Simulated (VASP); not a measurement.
# C (R-3m) in VASP: single point with LDA

Aim: the single point of C with LDA.

Everything below comes from runs of VASP 6.6.1. Logs are shortened: lines on timing, memory, paths and dates and some standing lists are left out, and cuts for length are marked.

**1. The cell of the first run**

It takes space group R-3m (No. 166, trigonal). Conventional cell: a = 2.445 Å, b = 2.445 Å, c = 9.996 Å, α = 90.00°, β = 90.00°, γ = 120.00°. Within 1.9 Å of C (site symmetry 3m) lie 3 C at 1.41 Å.

**2. Single point, LDA**

INCAR reads:

```
SYSTEM = C
  PREC = Accurate
  ENCUT = 520
  EDIFF = 1E-7
  ISMEAR = -1
  SIGMA = 0.05
  LREAL = .FALSE.
  LASPH = .TRUE.
  NELM = 100
  ALGO = Normal
  ISIF = 2
  LWAVE = .FALSE.
  LCHARG = .TRUE.
  GGA = CA
  LELF = .TRUE.
  LVHAR = .TRUE.
  NBANDS = 11
```

KPOINTS reads:

```
Automatic mesh
0
G
  19 19 19
  0 0 0
```

POSCAR reads:

```
C
1.0
    1.2224875288      0.7058035055      3.3319088727
   -1.2224875288      0.7058035055      3.3319088727
    0.0000000000     -1.4116070060      3.3319088738
C
2
Direct
    0.8333875708      0.8333875708      0.8333875708
    0.1666124292      0.1666124292      0.1666124292
```

Potentials or basis: VASP PAW LDA potentials, release 64 (C).

On the command line:

```console
cat potpaw_LDA.64/C/POTCAR > POTCAR
mpirun -np 1 vasp_std > vasp.out
```

OUTCAR:

```text
SYSTEM = C
   PREC = Accurate
   ENCUT = 520
   EDIFF = 1E-7
   ISMEAR = -1
   LREAL = .FALSE.
   LASPH = .TRUE.
   NELM = 100
   ISIF = 2
   GGA = CA

 ion  position               nearest neighbor table
   1  0.833  0.833  0.833-   2 1.41   2 1.41   2 1.41
   2  0.167  0.167  0.167-   1 1.41   1 1.41   1 1.41

  LATTYP: Found a trigonal (rhomboedric) cell.
 ALAT       =     3.6185979443
 COS(alpha) =     0.7717355886

  Lattice vectors:

 A1 = (   1.2224875288,   0.7058035055,   3.3319088727)
 A2 = (  -1.2224875288,   0.7058035055,   3.3319088727)
 A3 = (   0.0000000000,  -1.4116070060,   3.3319088738)

Analysis of symmetry for initial positions (statically):
=====================================================================
 Subroutine PRICEL returns:
 Original cell was already a primitive cell.

 Routine SETGRP: Setting up the symmetry group for a
 trigonal (rhombohedral) supercell.

 Subroutine GETGRP returns: Found 12 space group operations
 (whereof 12 operations were pure point group operations)
 out of a pool of 12 trial point group operations.

The static configuration has the point symmetry D_3d.

Analysis of symmetry for dynamics (positions and initial velocities):
=====================================================================
 Subroutine PRICEL returns:
 Original cell was already a primitive cell.

 Routine SETGRP: Setting up the symmetry group for a
 trigonal (rhombohedral) supercell.

 Subroutine GETGRP returns: Found 12 space group operations
 (whereof 12 operations were pure point group operations)
 out of a pool of 12 trial point group operations.

The dynamic configuration has the point symmetry D_3d.

 Subroutine INISYM returns: Found 12 space group operations
 (whereof 12 operations are pure point group operations),
 and found     1 'primitive' translations

----------------------------------------------------------------------------------------

                                     Primitive cell

  volume of cell :      17.2493

  direct lattice vectors                    reciprocal lattice vectors
     1.222487529  0.705803506  3.331908873     0.409002127  0.236137488  0.100042752
    -1.222487529  0.705803506  3.331908873    -0.409002127  0.236137488  0.100042752
     0.000000000 -1.411607006  3.331908874     0.000000000 -0.472274977  0.100042752

  length of vectors
     3.618597944  3.618597944  3.618597944     0.482754809  0.482754809  0.482754809

  position of ions in fractional coordinates (direct lattice)
     0.833387571  0.833387571  0.833387571
     0.166612429  0.166612429  0.166612429

  ion indices of the primitive-cell ions
   primitive index   ion index
                 1           1
                 2           2

----------------------------------------------------------------------------------------

 KPOINTS: Automatic mesh

Automatic generation of k-mesh.
 Grid dimensions read from file:
 generate k-points for:   19   19   19

 Generating k-lattice:

  Cartesian coordinates                     Fractional coordinates (reciprocal lattice)
     0.021526428  0.012428289  0.005265408     0.052631579  0.000000000  0.000000000
    -0.021526428  0.012428289  0.005265408     0.000000000  0.052631579  0.000000000
     0.000000000 -0.024856578  0.005265408     0.000000000  0.000000000  0.052631579

  Length of vectors
     0.025408148  0.025408148  0.025408148

  Shift w.r.t. Gamma in fractional coordinates (k-lattice)
     0.000000000  0.000000000  0.000000000

 Subroutine IBZKPT returns following result:
 ===========================================

 Found    670 irreducible k-points:

 Following reciprocal coordinates:
            Coordinates               Weight
  0.000000  0.000000  0.000000      1.000000
  0.052632  0.000000  0.000000      6.000000
  0.105263  0.000000  0.000000      6.000000
  0.157895 -0.000000  0.000000      6.000000
  0.210526 -0.000000  0.000000      6.000000
  0.263158  0.000000  0.000000      6.000000
[... 16 lines left out ...]
 -0.315789  0.052632  0.000000     12.000000
 -0.263158  0.052632  0.000000     12.000000
 [... further k-points ...]
   k-points           NKPTS =    670   k-points in BZ     NKDIM =    670   number of bands    NBANDS=     11
   number of dos      NEDOS =    301   number of ions     NIONS =      2
   total plane-waves  NPLWV =  21952
   dimension x,y,z NGX =    28 NGY =   28 NGZ =   28
   dimension x,y,z NGXF=    56 NGYF=   56 NGZF=   56
   ions per type =               2
   NGX,Y,Z   is equivalent  to a cutoff of  12.86, 12.86, 12.86 a.u.
   NGXF,Y,Z  is equivalent  to a cutoff of  25.73, 25.73, 25.73 a.u.
 SYSTEM =  C
   PREC   = accura    normal or accurate (medium, high low for compatibility)
   ISTART =      0    job   : 0-new  1-cont  2-samecut
   ICHARG =      2    charge: 1-file 2-atom 10-const
   ISPIN  =      1    spin polarized calculation?
   LNONCOLLINEAR =      F non collinear calculations
   LSORBIT =      F    spin-orbit coupling
   LASPH  =      T    aspherical Exc in radial PAW
   ENCUT  =  520.0 eV  38.22 Ry    6.18 a.u.   6.73  6.73  6.73*2*pi/ulx,y,z
   NELM   =    100;   NELMIN=  2; NELMDL= -5     # of ELM steps
   EDIFF  = 0.1E-06   stopping-criterion for ELM
   LREAL  =      F    real-space projection
   EDIFFG = 0.1E-05   stopping-criterion for IOM
   NSW    =      0    number of steps for IOM
   IBRION =     -1    ionic relax: 0-MD 1-quasi-New 2-CG
   NFREE  =      0    steps in history (QN), initial steepest desc. (CG)
   ISIF   =      2    stress and relaxation
   ISYM   =      2    0-nonsym 1-usesym 2-fastsym
   POTIM  = 0.5000    time-step for ionic-motion
   TEBEG  =    0.0;   TEEND  =   0.0 temperature during run
   PSTRESS=    0.0 pullay stress
   NELECT =       8.0000    total number of electrons
   NUPDOWN=      -1.0000    fix difference up-down
   EMIN   =  10.00;   EMAX   =-10.00  energy-range for DOS
   EFERMI =   0.00;   METHOD = LEGACY
   ISMEAR =    -1;   SIGMA  =   0.05  broadening in eV -4-tet -1-fermi 0-gaus
   EFERMI_NEDOS =   21; number of points for ismear=-14 and -15
   IALGO  =     38    algorithm
   IMIX   =      4    mixing-type and parameters
     AMIX     =   0.40;   BMIX     =  1.00
     AMIX_MAG =   1.60;   BMIX_MAG =  1.00
  volume/ion in A,a.u.               =       8.62        58.20
  Fermi-wavevector in a.u.,A,eV,Ry     =   1.267206  2.394672 21.848393  1.605812
  Thomas-Fermi vector in A             =   2.400366
   LORBIT       =      0    0 simple, 1 ext, 2 COOP (PROOUT), +10 PAW based schemes
   GGA     = CA    functional components
   LHFCALC =     F    Hartree Fock is set to
   AEXX    =    0.0000 exact exchange contribution
   IVDW    =     0    specifies the selected vdW correction
   LEPSILON=     F    determine dielectric tensor
   LRPA    =     F    only Hartree local field effects (RPA)
 non-spin polarized calculation
  energy-cutoff  :      520.00
  volume of cell :       17.25
 maximum number of plane-waves:       477
   NGX = 13   NGY = 13   NGZ = 13

 number of electron       8.0000000 magnetization

 Free energy of the ion-electron system (eV)
  ---------------------------------------------------
  ext. energy  EPLUGINS =         0.00000000
  ---------------------------------------------------
  free energy    TOTEN  =       -20.22364319 eV

  energy without entropy =      -20.22353287  energy(sigma->0) =      -20.22358803

 E-fermi :   4.8216     XC(G=0): -10.8482

 val. band max:        4.7077670541   @ k =  -0.3158   0.3158   0.0000
 cond. band min:       4.9405069674   @ k =  -0.3158   0.3158   0.0000
 fundamental gap:      0.2327399133
 Fermi energy:         4.8215859100

 k-point     1 :       0.0000    0.0000    0.0000
  band No.  band energies     occupation
      1     -14.8706      2.00000
      2      -1.8999      2.00000
      3       1.7874      2.00000
      4       1.7874      2.00000
      5       8.6147      0.00000
      6      13.2585      0.00000
      7      13.2585      0.00000
      8      16.3198      0.00000
      9      18.2859      0.00000
     10      27.5029      0.00000
     11      30.3295      0.00000

 k-point     2 :       0.0526    0.0000    0.0000
  band No.  band energies     occupation
      1     -14.8029      2.00000
      2      -1.8312      2.00000
      3       1.5245      2.00000
      4       1.6441      2.00000
      5       8.7112      0.00000
      6      13.3014      0.00000
      7      13.5468      0.00000
      8      16.0812      0.00000
      9      18.3890      0.00000
     10      27.7206      0.00000
     11      29.8119      0.00000

 k-point     3 :       0.1053    0.0000    0.0000
  band No.  band energies     occupation
      1     -14.6001      2.00000
      2      -1.6258      2.00000
      3       0.7934      2.00000
      4       1.2592      2.00000
      5       9.0006      0.00000
      6      13.3763      0.00000
      7      14.3632      0.00000
      8      15.4037      0.00000
      9      18.7131      0.00000
     10      28.1341      0.00000
     11      28.5332      0.00000

 k-point     4 :       0.1579   -0.0000    0.0000
  band No.  band energies     occupation
      1     -14.2633      2.00000
      2      -1.2850      2.00000
      3      -0.2758      2.00000
      4       0.7321      2.00000
      5       9.4811      0.00000
      6      13.3883      0.00000
      7      14.3898      0.00000
      8      15.5985      0.00000
      9      19.2594      0.00000
     10      26.6053      0.00000
     11      29.0913      0.00000
[... 239 lines left out ...]
 k-point    22 :      -0.3684    0.0526    0.0000
  band No.  band energies     occupation
      1     -11.1304      2.00000
      2      -6.3456      2.00000
      3      -1.5947      2.00000
      4       1.8399      2.00000
      5       8.1343      0.00000
      6      13.0595      0.00000
      7      13.7494      0.00000
      8      19.2119      0.00000
      9      22.2873      0.00000
     10      23.7062      0.00000
     11      26.1036      0.00000

 k-point    23 :      -0.3158    0.0526    0.0000
  band No.  band energies     occupation
      1     -12.0284      2.00000
      2      -4.9940      2.00000
      3      -1.2748      2.00000
      4       1.0375      2.00000
      5       9.4355      0.00000
      6      12.4083      0.00000
      7      13.3037      0.00000
      8      19.9104      0.00000
      9      21.4340      0.00000
     10      23.2921      0.00000
     11      26.3090      0.00000

 k-point    24 :      -0.2632    0.0526    0.0000
  band No.  band energies     occupation
      1     -12.8114      2.00000
      2      -3.6072      2.00000
      3      -0.8427      2.00000
      4       0.2760      2.00000
      5      10.8094      0.00000
      6      11.3994      0.00000
      7      13.4183      0.00000
      8      19.1578      0.00000
      9      21.1609      0.00000
     10      23.0621      0.00000
     11      26.9908      0.00000

 [... further k-points ...]

------------------------ aborting loop because EDIFF is reached ----------------------------------------

  FORCE on cell =-STRESS in cart. coord.  units (eV):
  Direction    XX          YY          ZZ          XY          YZ          ZX
  --------------------------------------------------------------------------------------
  -------------------------------------------------------------------------------------
  Total        0.1329478      0.1329478     -0.0124152      0.0000000     -0.0000000      0.0000000
  in kB       12.3486413     12.3486413     -1.1531647      0.0000000     -0.0000000      0.0000000
  external PRESSURE =       7.8480393 kB  Pullay stress =       0.0000000 kB

 VOLUME and BASIS-vectors are now :
 -----------------------------------------------------------------------------
  energy-cutoff  :      520.00
  volume of cell :       17.25
      direct lattice vectors                 reciprocal lattice vectors
     1.222487529  0.705803506  3.331908873     0.409002127  0.236137488  0.100042752
    -1.222487529  0.705803506  3.331908873    -0.409002127  0.236137488  0.100042752
     0.000000000 -1.411607006  3.331908874     0.000000000 -0.472274977  0.100042752

 POSITION                                       TOTAL-FORCE (eV/Angst)
 -----------------------------------------------------------------------------------
      0.00000      0.00000      8.33031         0.000000      0.000000      0.000161
      0.00000      0.00000      1.66541         0.000000     -0.000000     -0.000161
 -----------------------------------------------------------------------------------
    total drift:                                0.000000      0.000000     -0.000000

  FREE ENERGIE OF THE ION-ELECTRON SYSTEM (eV)
  ---------------------------------------------------
  free  energy   TOTEN  =       -20.2236431861 eV

  energy  without entropy=      -20.2235328661  energy(sigma->0) =      -20.22358803
```

Run time: 1.9 min. Hardware: 1 thread of AMD EPYC 9R45 (Zen 5), shared host; peak memory 0.18 GiB.

What came out:

- Free energy: -20.2236 eV
- Pressure: 0.8 GPa
- Band gap on the k mesh: 0.23 eV, direct
